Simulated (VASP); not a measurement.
Wanted: the native input for a VASP 6.6.1 run.

```yaml
Task: single point
Functional: PBEsol
Potentials_or_basis: VASP PAW PBE potentials, release 64 (Cl)
Cutoff: 520 eV
k_mesh: 6 × 6 × 4
Occupations: gaussian, width 0.02 eV
Spin: no spin polarisation
Dipole_correction: no
Further_INCAR_settings: ALGO = Normal; EDIFF = 1e-07; NBANDS = 22
```

The structure of Cl lies in POSCAR:

```
Cl
1.0
    3.4550451295     -1.9374088584      0.0000000000
    3.4550451295      1.9374088584      0.0000000000
    0.0000000000      0.0000000000      8.0065733151
Cl
4
Direct
    0.8735028461      0.1264971539      0.1112998514
    0.6264971539      0.3735028461      0.6112998514
    0.1264971539      0.8735028461      0.8887001486
    0.3735028461      0.6264971539      0.3887001486
```

One way to write it, as run:

INCAR

```
ALGO     = Normal         # electronic algorithm
EDIFF    = 1E-7           # SCF threshold, eV
ENCUT    = 520            # plane-wave cutoff, eV
GGA      = PS             # functional
ISIF     = 2              # what is computed and relaxed
ISMEAR   = 0              # smearing method
LASPH    = True           # aspherical terms in the spheres
LCHARG   = False          # write CHGCAR
LREAL    = False          # projectors in reciprocal space
LWAVE    = False          # write WAVECAR
NBANDS   = 22             # bands
NELM     = 60             # most SCF steps
PREC     = Accurate       # precision mode
SIGMA    = 0.02           # smearing width, eV
```

KPOINTS

```
k-points
0
Gamma
  6 6 4
```

Potentials or basis: VASP PAW PBE potentials, release 64 (Cl).

Command:

```console
$ cat potpaw_PBE.64/Cl/POTCAR > POTCAR
$ mpirun -np 1 vasp_std > vasp.out
```

It gave:

| Property | Result |
| --- | --- |
| Pressure | -0.3 GPa |
| Largest force | 0.151 eV/Å |
| Band gap on the k mesh | 2.06 eV |

Caveat: this functional lacks dispersion, which holds the molecules together, so the pressure and a relaxed volume are unreliable; the PAW data sets were made with another functional, which shifts forces and pressure a little.

Run time: 82 s on 1 thread of Intel(R) Xeon(R) Platinum 8259CL CPU @ 2.50GHz (Skylake/Cascade Lake), with other jobs on the host, peak memory 0.24 GiB.
